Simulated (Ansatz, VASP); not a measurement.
## One calculation of Al23InN24, two programs

```
In Al N
1.0
     9.33900    0.00000    0.00000
    -3.11300    5.39187    0.00000
     0.00000    0.00000    9.96200
In Al N
1 23 24
Cartesian
  0.0000 1.7973 0.0000
  0.0000 1.7973 4.9810
  -1.5565 4.4932 0.0000
  -1.5565 4.4932 4.9810
  3.1130 1.7973 0.0000
  3.1130 1.7973 4.9810
  1.5565 4.4932 0.0000
  1.5565 4.4932 4.9810
  6.2260 1.7973 0.0000
  6.2260 1.7973 4.9810
  4.6695 4.4932 0.0000
  4.6695 4.4932 4.9810
  1.5565 0.8986 2.4905
  1.5565 0.8986 7.4715
  0.0000 3.5946 2.4905
  0.0000 3.5946 7.4715
  4.6695 0.8986 2.4905
  4.6695 0.8986 7.4715
  3.1130 3.5946 2.4905
  3.1130 3.5946 7.4715
  7.7825 0.8986 2.4905
  7.7825 0.8986 7.4715
  6.2260 3.5946 2.4905
  6.2260 3.5946 7.4715
  0.0000 1.7973 1.8928
  0.0000 1.7973 6.8738
  -1.5565 4.4932 1.8928
  -1.5565 4.4932 6.8738
  3.1130 1.7973 1.8928
  3.1130 1.7973 6.8738
  1.5565 4.4932 1.8928
  1.5565 4.4932 6.8738
  6.2260 1.7973 1.8928
  6.2260 1.7973 6.8738
  4.6695 4.4932 1.8928
  4.6695 4.4932 6.8738
  1.5565 0.8986 4.3833
  1.5565 0.8986 9.3643
  0.0000 3.5946 4.3833
  0.0000 3.5946 9.3643
  4.6695 0.8986 4.3833
  4.6695 0.8986 9.3643
  3.1130 3.5946 4.3833
  3.1130 3.5946 9.3643
  7.7825 0.8986 4.3833
  7.7825 0.8986 9.3643
  6.2260 3.5946 4.3833
  6.2260 3.5946 9.3643
```

Alike in both runs: task electric field gradients; functional PBE; k mesh 3 × 4 × 2; occupations fermi-dirac, width 0.01 eV; no spin polarisation.

|  | VASP | Ansatz |
| --- | --- | --- |
| version | VASP 6.6.1 | Ansatz 0.2.0 |
| potentials or method | VASP PAW PBE potentials, release 64 (In_d, Al, N) | plane-wave PAW, scalar-relativistic |
| plane-wave cutoff (eV) | 520 | 420 |
| valence electrons in the cell | 202 | 202 |

```csv
,VASP,Ansatz,Ansatz less VASP
gap on the k mesh at the Fermi level (eV),3.99,3.98,-0.009
pressure (GPa),8.8,9.1,+0.28
"traceless stress, the component that is largest in VASP (GPa)",1.22,1.17,-0.045
rms of the force components (eV/Å),0.991,0.992,+0.0013
size of Vzz on the site where it differs most (V/Å²),5.4,4.7,-0.71
```

Atom by atom the forces differ by 0.002 eV/Å (rms over components).
